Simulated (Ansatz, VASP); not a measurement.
**Two plane-wave programs on Ga3Sb**

```
CELL_PARAMETERS angstrom
-2.09299 2.09299 4.47439
2.09299 -2.09299 4.47439
2.09299 2.09299 -4.47439
ATOMIC_POSITIONS crystal
Ga 0.75000 0.25000 0.50000
Ga 0.25000 0.75000 0.50000
Ga 0.50000 0.50000 0.00000
Sb 0.00000 0.00000 0.00000
```

Alike in both runs: functional PBEsol; dispersion D3(BJ); k mesh 14 × 14 × 14; occupations gaussian, width 0.1 eV; no spin polarisation.

Ansatz relaxed the structure, and its values are those at the end. VASP's run is a single point on that final structure, the one shown.

```csv
,VASP,Ansatz
version,VASP 6.6.1,Ansatz 0.2.0
potentials or method,"VASP PAW PBE potentials, release 64 (Ga_d, Sb), cutoff 520 eV","scalar-relativistic, plane waves, PAW"
valence electrons in the cell,44,54
```

|  | VASP | Ansatz | Ansatz less VASP |
| --- | --- | --- | --- |
| gap on the k mesh at the Fermi level (eV) | none | none | - |
| pressure (GPa) | 0.1 | 0.0 | -0.06 |

VASP's potentials were made for PBE, not for PBEsol. A gap of «none» marks a metal or a gap that the smearing closes. VASP's potentials hold 44 valence electrons a cell and Ansatz's 54, so a difference there can come from the potentials and not from the codes.

Spin-orbit coupling is off throughout.
